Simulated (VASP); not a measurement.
# AlRu (P4mm) in VASP: notebook

AlRu is run at these levels: LDA; tasks: single point.

Everything below comes from runs of VASP 6.6.1. Logs are shortened: lines on timing, memory, paths and dates and some standing lists are left out, and cuts for length are marked.

**1. The cell of the first run**

Symmetry: P4mm, No. 99, tetragonal system. The conventional cell has a = 2.992 Å, b = 2.992 Å, c = 2.992 Å, α = 90.00°, β = 90.00°, γ = 90.00°. Al (site symmetry 4mm) has 8 Ru at 2.54 to 2.64 Å and 6 Al at 2.99 Å within 3.4 Å. Within 3.4 Å of Ru (site symmetry 4mm) lie 8 Al at 2.54 to 2.64 Å and 6 Ru at 2.99 Å.

**2. Single point, LDA (all Al atoms moved +0.087 Å, as atom 1 along Cartesian [0 1 0])**

Input file INCAR:

```
PREC = Accurate
ENCUT = 520
EDIFF = 1E-6
ISMEAR = 0
SIGMA = 0.15
LREAL = False
LASPH = True
NELM = 60
ALGO = Fast
ISIF = 2
LWAVE = False
LCHARG = True
LELF = True
LVHAR = True
NBANDS = 16
```

Input file KPOINTS:

```
Automatic mesh
0
Gamma
  16 16 16
```

Input file POSCAR:

```
AlRu
1.0
    2.9916000000      0.0000000000      0.0000000000
    0.0000000000      2.9916000000      0.0000000000
    0.0000000000      0.0000000000      2.9916000000
Al Ru
1 1
Direct
    0.0000000000      0.0292485626      0.0000000000
    0.5000000000      0.5000000000      0.5000000000
```

Potentials or basis: VASP PAW LDA potentials, release 64 (Al, Ru_pv).

Command:

```
$ cat potpaw_LDA.64/Al/POTCAR potpaw_LDA.64/Ru_pv/POTCAR > POTCAR
$ mpirun -np 1 vasp_std > vasp.out
```

OUTCAR:

```text
PREC = Accurate
   ENCUT = 520
   EDIFF = 1E-6
   ISMEAR = 0
   LREAL = False
   LASPH = True
   NELM = 60
   ISIF = 2

 ion  position               nearest neighbor table
   1  0.000  0.029  0.000-   2 2.54   2 2.54   2 2.54   2 2.54   2 2.64   2 2.64   2 2.64   2 2.64

   2  0.500  0.500  0.500-   1 2.54   1 2.54   1 2.54   1 2.54   1 2.64   1 2.64   1 2.64   1 2.64

  LATTYP: Found a simple cubic cell.
 ALAT       =     2.9916000000

  Lattice vectors:

 A1 = (   2.9916000000,   0.0000000000,   0.0000000000)
 A2 = (   0.0000000000,   2.9916000000,   0.0000000000)
 A3 = (   0.0000000000,   0.0000000000,   2.9916000000)

Analysis of symmetry for initial positions (statically):
=====================================================================
 Subroutine PRICEL returns:
 Original cell was already a primitive cell.

 Routine SETGRP: Setting up the symmetry group for a
 simple cubic supercell.

 Subroutine GETGRP returns: Found  8 space group operations
 (whereof  8 operations were pure point group operations)
 out of a pool of 48 trial point group operations.

The static configuration has the point symmetry C_4v.

Analysis of symmetry for dynamics (positions and initial velocities):
=====================================================================
 Subroutine PRICEL returns:
 Original cell was already a primitive cell.

 Routine SETGRP: Setting up the symmetry group for a
 simple cubic supercell.

 Subroutine GETGRP returns: Found  8 space group operations
 (whereof  8 operations were pure point group operations)
 out of a pool of 48 trial point group operations.

The dynamic configuration has the point symmetry C_4v.

 Subroutine INISYM returns: Found  8 space group operations
 (whereof  8 operations are pure point group operations),
 and found     1 'primitive' translations

----------------------------------------------------------------------------------------

                                     Primitive cell

  volume of cell :      26.7738

  direct lattice vectors                    reciprocal lattice vectors
     2.991600000  0.000000000  0.000000000     0.334269287  0.000000000  0.000000000
     0.000000000  2.991600000  0.000000000     0.000000000  0.334269287  0.000000000
     0.000000000  0.000000000  2.991600000     0.000000000  0.000000000  0.334269287

  length of vectors
     2.991600000  2.991600000  2.991600000     0.334269287  0.334269287  0.334269287

  position of ions in fractional coordinates (direct lattice)
     0.000000000  0.029248563  0.000000000
     0.500000000  0.500000000  0.500000000

  ion indices of the primitive-cell ions
   primitive index   ion index
                 1           1
                 2           2

----------------------------------------------------------------------------------------

 KPOINTS: Automatic mesh

Automatic generation of k-mesh.
 Grid dimensions read from file:
 generate k-points for:   16   16   16

 Generating k-lattice:

  Cartesian coordinates                     Fractional coordinates (reciprocal lattice)
     0.020891830  0.000000000  0.000000000     0.062500000  0.000000000  0.000000000
     0.000000000  0.020891830  0.000000000     0.000000000  0.062500000  0.000000000
     0.000000000  0.000000000  0.020891830     0.000000000  0.000000000  0.062500000

  Length of vectors
     0.020891830  0.020891830  0.020891830

  Shift w.r.t. Gamma in fractional coordinates (k-lattice)
     0.000000000  0.000000000  0.000000000

 Subroutine IBZKPT returns following result:
 ===========================================

 Found    405 irreducible k-points:

 Following reciprocal coordinates:
            Coordinates               Weight
  0.000000  0.000000  0.000000      1.000000
  0.062500  0.000000  0.000000      4.000000
  0.000000  0.062500  0.000000      2.000000
  0.125000  0.000000  0.000000      4.000000
  0.000000  0.125000  0.000000      2.000000
  0.187500  0.000000  0.000000      4.000000
[... 16 lines left out ...]
  0.187500  0.062500  0.000000      8.000000
  0.000000  0.187500  0.062500      8.000000
 [... further k-points ...]
   k-points           NKPTS =    405   k-points in BZ     NKDIM =    405   number of bands    NBANDS=     16
   number of dos      NEDOS =    301   number of ions     NIONS =      2
   total plane-waves  NPLWV =  13824
   dimension x,y,z NGX =    24 NGY =   24 NGZ =   24
   dimension x,y,z NGXF=    48 NGYF=   48 NGZF=   48
   ions per type =               1   1
   NGX,Y,Z   is equivalent  to a cutoff of  13.34, 13.34, 13.34 a.u.
   NGXF,Y,Z  is equivalent  to a cutoff of  26.67, 26.67, 26.67 a.u.
 SYSTEM =  unknown system
   PREC   = accura    normal or accurate (medium, high low for compatibility)
   ISTART =      0    job   : 0-new  1-cont  2-samecut
   ICHARG =      2    charge: 1-file 2-atom 10-const
   ISPIN  =      1    spin polarized calculation?
   LNONCOLLINEAR =      F non collinear calculations
   LSORBIT =      F    spin-orbit coupling
   LASPH  =      T    aspherical Exc in radial PAW
   ENCUT  =  520.0 eV  38.22 Ry    6.18 a.u.   5.56  5.56  5.56*2*pi/ulx,y,z
   NELM   =     60;   NELMIN=  2; NELMDL= -5     # of ELM steps
   EDIFF  = 0.1E-05   stopping-criterion for ELM
   LREAL  =      F    real-space projection
   EDIFFG = 0.1E-04   stopping-criterion for IOM
   NSW    =      0    number of steps for IOM
   IBRION =     -1    ionic relax: 0-MD 1-quasi-New 2-CG
   NFREE  =      0    steps in history (QN), initial steepest desc. (CG)
   ISIF   =      2    stress and relaxation
   ISYM   =      2    0-nonsym 1-usesym 2-fastsym
   POTIM  = 0.5000    time-step for ionic-motion
   TEBEG  =    0.0;   TEEND  =   0.0 temperature during run
   PSTRESS=    0.0 pullay stress
   NELECT =      17.0000    total number of electrons
   NUPDOWN=      -1.0000    fix difference up-down
   EMIN   =  10.00;   EMAX   =-10.00  energy-range for DOS
   EFERMI =   0.00;   METHOD = LEGACY
   ISMEAR =     0;   SIGMA  =   0.15  broadening in eV -4-tet -1-fermi 0-gaus
   EFERMI_NEDOS =   21; number of points for ismear=-14 and -15
   IALGO  =     68    algorithm
   IMIX   =      4    mixing-type and parameters
     AMIX     =   0.40;   BMIX     =  1.00
     AMIX_MAG =   1.60;   BMIX_MAG =  1.00
  volume/ion in A,a.u.               =      13.39        90.34
  Fermi-wavevector in a.u.,A,eV,Ry     =   1.407087  2.659009 26.938090  1.979894
  Thomas-Fermi vector in A             =   2.529382
   LORBIT       =      0    0 simple, 1 ext, 2 COOP (PROOUT), +10 PAW based schemes
   GGA     = CA    functional components
   LHFCALC =     F    Hartree Fock is set to
   AEXX    =    0.0000 exact exchange contribution
   IVDW    =     0    specifies the selected vdW correction
   LEPSILON=     F    determine dielectric tensor
   LRPA    =     F    only Hartree local field effects (RPA)
 non-spin polarized calculation
 RMM-DIIS sequential band-by-band and
 Gauss-broadening in eV      SIGMA  =   0.15
  energy-cutoff  :      520.00
  volume of cell :       26.77
 maximum number of plane-waves:       739
 NGX is ok and might be reduce to    24
   NGX = 11   NGY = 11   NGZ = 11

 number of electron      16.9999995 magnetization

 Free energy of the ion-electron system (eV)
  ---------------------------------------------------
  ext. energy  EPLUGINS =         0.00000000
  ---------------------------------------------------
  free energy    TOTEN  =       -16.13981954 eV

  energy without entropy =      -16.12064743  energy(sigma->0) =      -16.13023349

 E-fermi :  10.5269     XC(G=0): -12.7904

 val. band max:       10.5211890919   @ k =   0.1250   0.0000   0.2500
 cond. band min:      10.5308750399   @ k =   0.3750   0.1250   0.0625
 fundamental gap:      0.0096859481
 Fermi energy:        10.5268548784

 k-point     1 :       0.0000    0.0000    0.0000
  band No.  band energies     occupation
      1     -31.0550      2.00000
      2     -31.0550      2.00000
      3     -31.0535      2.00000
      4       0.8562      2.00000
      5       6.9084      2.00000
      6       6.9143      2.00000
[... 8 lines left out ...]
     15      22.1957      0.00000
     16      25.3591      0.00000

 k-point     2 :       0.0625    0.0000    0.0000
  band No.  band energies     occupation
      1     -31.0632      2.00000
      2     -31.0543      2.00000
      3     -31.0528      2.00000
      4       0.9315      2.00000
      5       6.9356      2.00000
      6       6.9411      2.00000
[... 8 lines left out ...]
     15      22.1960      0.00000
     16      25.5958      0.00000

 k-point     3 :       0.0000    0.0625    0.0000
  band No.  band energies     occupation
      1     -31.0618      2.00000
      2     -31.0543      2.00000
      3     -31.0543      2.00000
      4       0.9314      2.00000
      5       6.9346      2.00000
      6       6.9419      2.00000
[... 8 lines left out ...]
     15      22.1959      0.00000
     16      25.5906      0.00000

 k-point     4 :       0.1250    0.0000    0.0000
  band No.  band energies     occupation
      1     -31.0867      2.00000
      2     -31.0523      2.00000
      3     -31.0509      2.00000
      4       1.1547      2.00000
      5       7.0042      2.00000
      6       7.0157      2.00000
[... 8 lines left out ...]
     15      22.4335      0.00000
     16      26.3432      0.00000
[... 324 lines left out ...]
 k-point    22 :       0.0625    0.0000    0.1250
  band No.  band energies     occupation
      1     -31.0859      2.00000
      2     -31.0605      2.00000
      3     -31.0502      2.00000
      4       1.2282      2.00000
      5       7.0348      2.00000
      6       7.0429      2.00000
[... 8 lines left out ...]
     15      22.5297      0.00000
     16      26.5035      0.00000

 k-point    23 :       0.1875    0.0625    0.0000
  band No.  band energies     occupation
      1     -31.1208      2.00000
      2     -31.0560      2.00000
      3     -31.0487      2.00000
      4       1.5888      2.00000
      5       7.0911      2.00000
      6       7.1627      2.00000
[... 8 lines left out ...]
     15      23.0966      0.00000
     16      27.4865      0.00000

 k-point    24 :       0.0000    0.1875    0.0625
  band No.  band energies     occupation
      1     -31.1192      2.00000
      2     -31.0575      2.00000
      3     -31.0487      2.00000
      4       1.5876      2.00000
      5       7.0950      2.00000
      6       7.1568      2.00000
[... 8 lines left out ...]
     15      23.1307      0.00000
     16      27.4595      0.00000

 [... further k-points ...]

------------------------ aborting loop because EDIFF is reached ----------------------------------------

  FORCE on cell =-STRESS in cart. coord.  units (eV):
  Direction    XX          YY          ZZ          XY          YZ          ZX
  --------------------------------------------------------------------------------------
  -------------------------------------------------------------------------------------
  Total       -1.1606004     -1.2536363     -1.1606004      0.0000000      0.0000000      0.0000000
  in kB      -69.4516723    -75.0190499    -69.4516723      0.0000000      0.0000000      0.0000000
  external PRESSURE =     -71.3074648 kB  Pullay stress =       0.0000000 kB

 VOLUME and BASIS-vectors are now :
 -----------------------------------------------------------------------------
  energy-cutoff  :      520.00
  volume of cell :       26.77
      direct lattice vectors                 reciprocal lattice vectors
     2.991600000  0.000000000  0.000000000     0.334269287  0.000000000  0.000000000
     0.000000000  2.991600000  0.000000000     0.000000000  0.334269287  0.000000000
     0.000000000  0.000000000  2.991600000     0.000000000  0.000000000  0.334269287

 POSITION                                       TOTAL-FORCE (eV/Angst)
 -----------------------------------------------------------------------------------
      0.00000      0.08750      0.00000        -0.000000     -0.629426      0.000000
      1.49580      1.49580      1.49580         0.000000      0.629426     -0.000000
 -----------------------------------------------------------------------------------
    total drift:                                0.000000     -0.000778     -0.000000

  FREE ENERGIE OF THE ION-ELECTRON SYSTEM (eV)
  ---------------------------------------------------
  free  energy   TOTEN  =       -16.1398195445 eV

  energy  without entropy=      -16.1206474303  energy(sigma->0) =      -16.13023349
```

Wall time 42 s (1 thread of Intel Xeon 6975P-C (Granite Rapids), shared host); peak memory 0.26 GiB.

What came out:

* Free energy: -16.1398 eV
* Pressure: -7.1 GPa
* Largest force: 0.629 eV/Å
* Band gap on the k mesh: zero (an odd number of electrons rules out a gap without spin polarisation)

Forces on the atoms (eV/Å):
```
Al   0.000 -0.629  0.000
Ru   0.000  0.629  0.000
```

Stress tensor (GPa, compression positive):
```
-6.95  0.00  0.00
 0.00 -7.50  0.00
 0.00  0.00 -6.95
```

Caveat: the cell differs from its parent crystal (all Al atoms moved +0.087 Å, as atom 1 along Cartesian [0 1 0]); the cell stands under tension.

[end of part 1 of 2]
